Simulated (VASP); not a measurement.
## NbAs: single point with PBE

The system is NbAs.

```xyz
2
Lattice="0.0000 2.9068 2.9068 2.9068 0.0000 2.9068 2.9068 2.9068 0.0000" Properties=species:S:1:pos:R:3 pbc="T T T"
Nb    0.0000    0.0000    0.0000
As    1.4534    1.4534    1.4534
```

```json
{"Program": "VASP 6.6.1", "Task": "single point", "Functional": "PBE", "Potentials or basis": "VASP PAW PBE potentials, release 64 (Nb_sv, As)", "Cutoff": "500 eV", "k mesh": "12 × 12 × 12", "Occupations": "gaussian, width 0.1 eV", "Spin": "no spin polarisation"}
```

- Pressure: 0.1 GPa
- Band gap on the k mesh: zero (bands 9 and 10 overlap by 0.47 eV)

Levels at points of the mesh, in eV from the Fermi level:
| k point | band 7 | band 8 | band 9 | band 10 | band 11 | band 12 |
| --- | --- | --- | --- | --- | --- | --- |
| (0.00, 0.00, 0.00) | -3.44 | -3.44 | 0.01 | 0.01 | 2.24 | 5.49 |
| (0.50, 0.00, 0.00) | -3.04 | -3.04 | 0.37 | 0.37 | 0.61 | 3.24 |
| (0.50, 0.50, 0.00) | -2.11 | -2.11 | -1.01 | 0.76 | 0.82 | 1.37 |

Run time: 60 s on 1 thread of AMD EPYC 7R13 (shared host), peak memory 0.18 GiB.
